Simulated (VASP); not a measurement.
Runs of VASP 6.6.1 on Ag. The structure is that of space group P6_3/mmc (No. 194), or close to it. The cells are those of the table. This isn't the form of Ag at room conditions, which is fcc.

| cell | further INCAR settings | gap on the mesh (eV) | pressure (GPa) |
| --- | --- | --- | --- |
| a = 2.828, b = 2.828, c = 9.338 Å, angles 90.0, 90.0, 120.0°, 4 atoms | ALGO = Fast; EDIFF = 1e-06; NBANDS = 30 | none | (a) |
| a = 2.871, b = 2.871, c = 9.058 Å, angles 90.0, 90.0, 120.0°, 4 atoms | ALGO = Fast; EDIFF = 1e-06; NBANDS = 30 | none | (b) |
| a = 2.828, b = 2.828, c = 9.198 Å, angles 90.0, 90.0, 120.0°, 4 atoms | ALGO = Fast; EDIFF = 1e-06; NBANDS = 30 | none | 5.8 |
| a = 2.871, b = 2.871, c = 9.198 Å, angles 90.0, 90.0, 120.0°, 4 atoms | ALGO = Fast; EDIFF = 1e-06; NBANDS = 30 | none | 1.7 |
| a = 2.785, b = 2.785, c = 9.618 Å, angles 90.0, 90.0, 120.0°, 4 atoms | ALGO = Fast; EDIFF = 1e-07; NBANDS = 30 | none | 4.4 |

Alike in all rows: task single point; level PBEsol; potentials or basis VASP PAW PBE potentials, release 64 (Ag); no spin polarisation; k mesh 18 × 18 × 6; cutoff (eV) 520; smearing gaussian 0.15 eV.

**Question.** Fill in the values left out.

**Answer.** (a) 3.7; (b) 4.0.

Caveats: the PAW data sets were made with another functional, which shifts forces and pressure a little; the cell stands under pressure (at least some runs); the stress differs along the axes, from -1 to 7 GPa (at least some runs).

A k mesh can miss the band edges, and the runs leave out spin-orbit coupling on Ag.

A gap of «none» marks levels without a gap at the run's occupations.
